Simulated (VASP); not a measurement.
# KCl (R-3m) in VASP: a series of runs

Runs on KCl. Level: PBE. Tasks: single point.

Everything below comes from runs of VASP 6.6.1. Logs are shortened: lines on timing, memory, paths and dates and some standing lists are left out, and cuts for length are marked.

**1. The cell of the first run**

The structure is trigonal, space group R-3m (No. 166). The conventional cell has a = 4.486 Å, b = 4.486 Å, c = 10.824 Å, α = 90.00°, β = 90.00°, γ = 120.00°. Within 4.2 Å of K (site symmetry -3m) lie 6 Cl at 3.16 Å. Cl (site symmetry -3m) has 6 K at 3.16 Å within 4.2 Å.

**2. Single point, PBE (equal xy, yz and zx shear strains of -1 %)**

INCAR reads:

```
SYSTEM = KCl
PREC = Accurate
ENCUT = 520
EDIFF = 1E-7
ISMEAR = -1
SIGMA = 0.03
LREAL = .FALSE.
LASPH = .TRUE.
NELM = 80
ALGO = Normal
ISIF = 2
LWAVE = .FALSE.
LCHARG = .TRUE.
GGA = PE
LELF = .TRUE.
LVHAR = .TRUE.
NBANDS = 15
```

KPOINTS reads:

```
regular mesh
0
G
  7 7 7
  0 0 0
```

POSCAR reads:

```
KCl
1.0
   -0.0315610000      3.1403195000      3.1403195000
    3.1403195000     -0.0315610000      3.1403195000
    3.1403195000      3.1403195000     -0.0315610000
K Cl
1 1
Direct
    0.0000000000      0.0000000000      0.0000000000
    0.5000000000      0.5000000000      0.5000000000
```

Potentials or basis: VASP PAW PBE potentials, release 64 (K_sv, Cl).

Launch:

```sh
> cat potpaw_PBE.64/K_sv/POTCAR potpaw_PBE.64/Cl/POTCAR > POTCAR
> mpirun -np 1 vasp_std > vasp.out
```

OUTCAR:

```text
SYSTEM = KCl
   PREC = Accurate
   ENCUT = 520
   EDIFF = 1E-7
   ISMEAR = -1
   LREAL = .FALSE.
   LASPH = .TRUE.
   NELM = 80
   ISIF = 2
   GGA = PE

 ion  position               nearest neighbor table
   1  0.000  0.000  0.000-   2 3.16   2 3.16   2 3.16   2 3.16   2 3.16   2 3.16
   2  0.500  0.500  0.500-   1 3.16   1 3.16   1 3.16   1 3.16   1 3.16   1 3.16

  LATTYP: Found a trigonal (rhomboedric) cell.
 ALAT       =     4.4411945714
 COS(alpha) =     0.4899250057

  Lattice vectors:

 A1 = (  -0.0315610000,   3.1403195000,   3.1403195000)
 A2 = (   3.1403195000,  -0.0315610000,   3.1403195000)
 A3 = (   3.1403195000,   3.1403195000,  -0.0315610000)

Analysis of symmetry for initial positions (statically):
=====================================================================
 Subroutine PRICEL returns:
 Original cell was already a primitive cell.

 Routine SETGRP: Setting up the symmetry group for a
 trigonal (rhombohedral) supercell.

 Subroutine GETGRP returns: Found 12 space group operations
 (whereof 12 operations were pure point group operations)
 out of a pool of 12 trial point group operations.

The static configuration has the point symmetry D_3d.

Analysis of symmetry for dynamics (positions and initial velocities):
=====================================================================
 Subroutine PRICEL returns:
 Original cell was already a primitive cell.

 Routine SETGRP: Setting up the symmetry group for a
 trigonal (rhombohedral) supercell.

 Subroutine GETGRP returns: Found 12 space group operations
 (whereof 12 operations were pure point group operations)
 out of a pool of 12 trial point group operations.

The dynamic configuration has the point symmetry D_3d.

 Subroutine INISYM returns: Found 12 space group operations
 (whereof 12 operations are pure point group operations),
 and found     1 'primitive' translations

----------------------------------------------------------------------------------------

                                     Primitive cell

  volume of cell :      62.8709

  direct lattice vectors                    reciprocal lattice vectors
    -0.031561000  3.140319500  3.140319500    -0.156839057  0.158431332  0.158431332
     3.140319500 -0.031561000  3.140319500     0.158431332 -0.156839057  0.158431332
     3.140319500  3.140319500 -0.031561000     0.158431332  0.158431332 -0.156839057

  length of vectors
     4.441194571  4.441194571  4.441194571     0.273494906  0.273494906  0.273494906

  position of ions in fractional coordinates (direct lattice)
     0.000000000  0.000000000  0.000000000
     0.500000000  0.500000000  0.500000000

  ion indices of the primitive-cell ions
   primitive index   ion index
                 1           1
                 2           2

----------------------------------------------------------------------------------------

 KPOINTS: regular mesh

Automatic generation of k-mesh.
 Grid dimensions read from file:
 generate k-points for:    7    7    7

 Generating k-lattice:

  Cartesian coordinates                     Fractional coordinates (reciprocal lattice)
    -0.022405580  0.022633047  0.022633047     0.142857143  0.000000000  0.000000000
     0.022633047 -0.022405580  0.022633047     0.000000000  0.142857143  0.000000000
     0.022633047  0.022633047 -0.022405580     0.000000000  0.000000000  0.142857143

  Length of vectors
     0.039070701  0.039070701  0.039070701

  Shift w.r.t. Gamma in fractional coordinates (k-lattice)
     0.000000000  0.000000000  0.000000000

 Subroutine IBZKPT returns following result:
 ===========================================

 Found     44 irreducible k-points:

 Following reciprocal coordinates:
            Coordinates               Weight
  0.000000  0.000000  0.000000      1.000000
  0.142857  0.000000 -0.000000      6.000000
  0.285714  0.000000  0.000000      6.000000
  0.428571  0.000000 -0.000000      6.000000
  0.142857  0.142857 -0.000000      6.000000
  0.285714  0.142857  0.000000     12.000000
[... 16 lines left out ...]
  0.285714  0.285714  0.142857      6.000000
  0.428571  0.285714  0.142857     12.000000
 [... further k-points ...]
   k-points           NKPTS =     44   k-points in BZ     NKDIM =     44   number of bands    NBANDS=     15
   number of dos      NEDOS =    301   number of ions     NIONS =      2
   total plane-waves  NPLWV =  46656
   dimension x,y,z NGX =    36 NGY =   36 NGZ =   36
   dimension x,y,z NGXF=    72 NGYF=   72 NGZF=   72
   ions per type =               1   1
   NGX,Y,Z   is equivalent  to a cutoff of  13.48, 13.48, 13.48 a.u.
   NGXF,Y,Z  is equivalent  to a cutoff of  26.95, 26.95, 26.95 a.u.
 SYSTEM =  KCl
   PREC   = accura    normal or accurate (medium, high low for compatibility)
   ISTART =      0    job   : 0-new  1-cont  2-samecut
   ICHARG =      2    charge: 1-file 2-atom 10-const
   ISPIN  =      1    spin polarized calculation?
   LNONCOLLINEAR =      F non collinear calculations
   LSORBIT =      F    spin-orbit coupling
   LASPH  =      T    aspherical Exc in radial PAW
   ENCUT  =  520.0 eV  38.22 Ry    6.18 a.u.   8.26  8.26  8.26*2*pi/ulx,y,z
   NELM   =     80;   NELMIN=  2; NELMDL= -5     # of ELM steps
   EDIFF  = 0.1E-06   stopping-criterion for ELM
   LREAL  =      F    real-space projection
   EDIFFG = 0.1E-05   stopping-criterion for IOM
   NSW    =      0    number of steps for IOM
   IBRION =     -1    ionic relax: 0-MD 1-quasi-New 2-CG
   NFREE  =      0    steps in history (QN), initial steepest desc. (CG)
   ISIF   =      2    stress and relaxation
   ISYM   =      2    0-nonsym 1-usesym 2-fastsym
   POTIM  = 0.5000    time-step for ionic-motion
   TEBEG  =    0.0;   TEEND  =   0.0 temperature during run
   PSTRESS=    0.0 pullay stress
   NELECT =      16.0000    total number of electrons
   NUPDOWN=      -1.0000    fix difference up-down
   EMIN   =  10.00;   EMAX   =-10.00  energy-range for DOS
   EFERMI =   0.00;   METHOD = LEGACY
   ISMEAR =    -1;   SIGMA  =   0.03  broadening in eV -4-tet -1-fermi 0-gaus
   EFERMI_NEDOS =   21; number of points for ismear=-14 and -15
   IALGO  =     38    algorithm
   IMIX   =      4    mixing-type and parameters
     AMIX     =   0.40;   BMIX     =  1.00
     AMIX_MAG =   1.60;   BMIX_MAG =  1.00
  volume/ion in A,a.u.               =      31.44       212.14
  Fermi-wavevector in a.u.,A,eV,Ry     =   1.037445  1.960486 14.643836  1.076292
  Thomas-Fermi vector in A             =   2.171883
   LORBIT       =      0    0 simple, 1 ext, 2 COOP (PROOUT), +10 PAW based schemes
   GGA     = PE    functional components
   LHFCALC =     F    Hartree Fock is set to
   AEXX    =    0.0000 exact exchange contribution
   IVDW    =     0    specifies the selected vdW correction
   LEPSILON=     F    determine dielectric tensor
   LRPA    =     F    only Hartree local field effects (RPA)
 non-spin polarized calculation
  energy-cutoff  :      520.00
  volume of cell :       62.87
 maximum number of plane-waves:      1723
 NGX is ok and might be reduce to    36
   NGX = 17   NGY = 17   NGZ = 17

 number of electron      16.0000000 magnetization

 Free energy of the ion-electron system (eV)
  ---------------------------------------------------
  ext. energy  EPLUGINS =         0.00000000
  ---------------------------------------------------
  free energy    TOTEN  =        -6.80612737 eV

  energy without entropy =       -6.80612737  energy(sigma->0) =       -6.80612737

 E-fermi :  -1.1521     XC(G=0):  -7.5020

 val. band max:       -1.8589680212   @ k =   0.0000   0.0000   0.0000
 cond. band min:       3.2772309267   @ k =   0.0000   0.0000   0.0000
 fundamental gap:      5.1361989479
 Fermi energy:        -1.1520709316

 k-point     1 :       0.0000    0.0000    0.0000
  band No.  band energies     occupation
      1     -29.0989      2.00000
      2     -13.9850      2.00000
      3     -12.5602      2.00000
      4     -12.5590      2.00000
      5     -12.5590      2.00000
      6      -1.8865      2.00000
      7      -1.8865      2.00000
      8      -1.8590      2.00000
      9       3.2772      0.00000
     10       6.4564      0.00000
     11       6.4564      0.00000
     12       6.5812      0.00000
     13       7.3703      0.00000
     14       7.3703      0.00000
     15      11.0727      0.00000

 k-point     2 :       0.1429    0.0000   -0.0000
  band No.  band energies     occupation
      1     -29.0970      2.00000
      2     -14.0241      2.00000
      3     -12.5620      2.00000
      4     -12.5605      2.00000
      5     -12.5103      2.00000
      6      -2.1197      2.00000
      7      -1.9491      2.00000
      8      -1.9241      2.00000
      9       3.7507      0.00000
     10       6.3349      0.00000
     11       6.7066      0.00000
     12       6.8186      0.00000
     13       7.6387      0.00000
     14       7.6447      0.00000
     15      11.7736      0.00000

 k-point     3 :       0.2857    0.0000    0.0000
  band No.  band energies     occupation
      1     -29.0928      2.00000
      2     -14.1038      2.00000
      3     -12.5663      2.00000
      4     -12.5637      2.00000
      5     -12.4077      2.00000
      6      -2.5682      2.00000
      7      -2.0835      2.00000
      8      -2.0579      2.00000
      9       4.7957      0.00000
     10       6.2891      0.00000
     11       7.4047      0.00000
     12       7.5158      0.00000
     13       8.3573      0.00000
     14       8.3793      0.00000
     15      11.3149      0.00000
[... 343 lines left out ...]
 k-point    23 :       0.2857    0.2857    0.1429
  band No.  band energies     occupation
      1     -29.0927      2.00000
      2     -14.0600      2.00000
      3     -12.5778      2.00000
      4     -12.5731      2.00000
      5     -12.4552      2.00000
      6      -2.4838      2.00000
      7      -2.0536      2.00000
      8      -2.0346      2.00000
      9       4.6813      0.00000
     10       5.7864      0.00000
     11       7.5898      0.00000
     12       7.6727      0.00000
     13       7.9324      0.00000
     14       8.4993      0.00000
     15      11.3739      0.00000

 k-point    24 :       0.4286    0.2857    0.1429
  band No.  band energies     occupation
      1     -29.0896      2.00000
      2     -14.0604      2.00000
      3     -12.6053      2.00000
      4     -12.5768      2.00000
      5     -12.4468      2.00000
      6      -2.6167      2.00000
      7      -2.1506      2.00000
      8      -2.1102      2.00000
      9       5.4509      0.00000
     10       5.6433      0.00000
     11       8.1392      0.00000
     12       8.1445      0.00000
     13       8.5307      0.00000
     14       8.9258      0.00000
     15      10.1809      0.00000

 [... further k-points ...]

------------------------ aborting loop because EDIFF is reached ----------------------------------------

  FORCE on cell =-STRESS in cart. coord.  units (eV):
  Direction    XX          YY          ZZ          XY          YZ          ZX
  --------------------------------------------------------------------------------------
  -------------------------------------------------------------------------------------
  Total        0.2344454      0.2344454      0.2344454      0.0242253      0.0242253      0.0242253
  in kB        5.9745152      5.9745152      5.9745152      0.6173492      0.6173492      0.6173492
  external PRESSURE =       5.9745152 kB  Pullay stress =       0.0000000 kB

 VOLUME and BASIS-vectors are now :
 -----------------------------------------------------------------------------
  energy-cutoff  :      520.00
  volume of cell :       62.87
      direct lattice vectors                 reciprocal lattice vectors
    -0.031561000  3.140319500  3.140319500    -0.156839057  0.158431332  0.158431332
     3.140319500 -0.031561000  3.140319500     0.158431332 -0.156839057  0.158431332
     3.140319500  3.140319500 -0.031561000     0.158431332  0.158431332 -0.156839057

 POSITION                                       TOTAL-FORCE (eV/Angst)
 -----------------------------------------------------------------------------------
      0.00000      0.00000      0.00000        -0.000000      0.000000      0.000000
      3.12454      3.12454      3.12454         0.000000     -0.000000     -0.000000
 -----------------------------------------------------------------------------------
    total drift:                                0.000000      0.000000      0.000000

  FREE ENERGIE OF THE ION-ELECTRON SYSTEM (eV)
  ---------------------------------------------------
  free  energy   TOTEN  =        -6.8061273665 eV

  energy  without entropy=       -6.8061273665  energy(sigma->0) =       -6.80612737
```

Wall time 62 s (1 thread of AMD EPYC 7R43 (Zen 3), shared host); peak memory 0.18 GiB.

What came out:

* Free energy: -6.8061 eV
* Pressure: 0.6 GPa
* Band gap on the k mesh: 5.14 eV, direct

Levels at points of the mesh, in eV from the valence-band top:
```tsv
k point	band 6	band 7	band 8	band 9	band 10	band 11
(0.00, 0.00, 0.00)	-0.03	-0.03	0.00	5.14	8.32	8.32
```

Caveat: the cell differs from its parent crystal (equal xy, yz and zx shear strains of -1 %). A k mesh can miss the band edges.

**3. Single point, PBE (equal xy, yz and zx shear strains of +2 %)**

INCAR reads:

```
PREC = Accurate
ENCUT = 520
EDIFF = 1E-7
ISMEAR = -1
SIGMA = 0.03
LREAL = False
LASPH = True
NELM = 100
ALGO = Normal
ISIF = 2
LWAVE = False
LCHARG = True
GGA = PE
LELF = True
LVHAR = True
NBANDS = 15
```

KPOINTS reads:

```
Automatic mesh
0
Gamma
  7 7 7
```

POSCAR reads:

```
KCl
1.0
    0.0631220000      3.1876610000      3.1876610000
    3.1876610000      0.0631220000      3.1876610000
    3.1876610000      3.1876610000      0.0631220000
K Cl
1 1
Direct
    0.0000000000      0.0000000000      0.0000000000
    0.5000000000      0.5000000000      0.5000000000
```

Potentials or basis: VASP PAW PBE potentials, release 64 (K_sv, Cl).

Launch:

```sh
> cat potpaw_PBE.64/K_sv/POTCAR potpaw_PBE.64/Cl/POTCAR > POTCAR
> mpirun -np 1 vasp_std > vasp.out
```

It took 65 s on 1 thread of AMD EPYC 7R43 (Zen 3), shared host; peak memory 0.18 GiB.

The run converged. Its results:

| Item | Value |
| --- | --- |
| Free energy | -6.8049 eV |
| Pressure | 0.6 GPa |
| Band gap on the k mesh | 5.13 eV, direct |

Stress tensor (GPa, compression positive):
```
 0.60 -0.13 -0.13
-0.13  0.60 -0.13
-0.13 -0.13  0.60
```

Levels at points of the mesh, in eV from the valence-band top:
```csv
k point,band 4,band 5,band 6,band 7,band 8,band 9,band 10,band 11,band 12,band 13
"(0.00, 0.00, 0.00)",-10.71,-10.70,-0.06,0.00,0.00,5.13,8.20,8.43,8.43,9.23
```

Caveat: the cell differs from its parent crystal (equal xy, yz and zx shear strains of +2 %). A k mesh can miss the band edges.
